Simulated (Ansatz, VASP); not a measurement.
Two plane-wave programs on Si

```
Si
1.0
     2.58123    0.00000    0.00000
    -1.29062    2.23541    0.00000
     0.00000    0.00000    2.50335
Si
1
Direct
  0.00000 0.00000 0.00000
```

Change from the starting cell: strain -0.015 along x and y, +0.015 along z, atoms carried along.

Alike in both runs: task single point; functional r2SCAN; k mesh 24 × 24 × 20; occupations gaussian, width 0.15 eV; no spin polarisation.

```csv
,VASP,Ansatz
version,VASP 6.6.1,Ansatz 0.2.0
potentials or method,"VASP PAW PBE potentials, release 64 (Si), cutoff 520 eV","scalar-relativistic, plane waves, PAW"
valence electrons in the cell,4,4
```

```csv
,VASP,Ansatz,Ansatz less VASP
gap on the k mesh at the Fermi level (eV),none,none,-
pressure (GPa),3.7,3.8,+0.09
"traceless stress, the component that is largest in VASP (GPa)",-5.78,-5.72,+0.058
```

VASP's potentials were made for PBE, not for r2SCAN. A gap of «none» marks a metal or a gap that the smearing closes. The functional is the same, so the differences come from potentials, cutoffs and numerics.
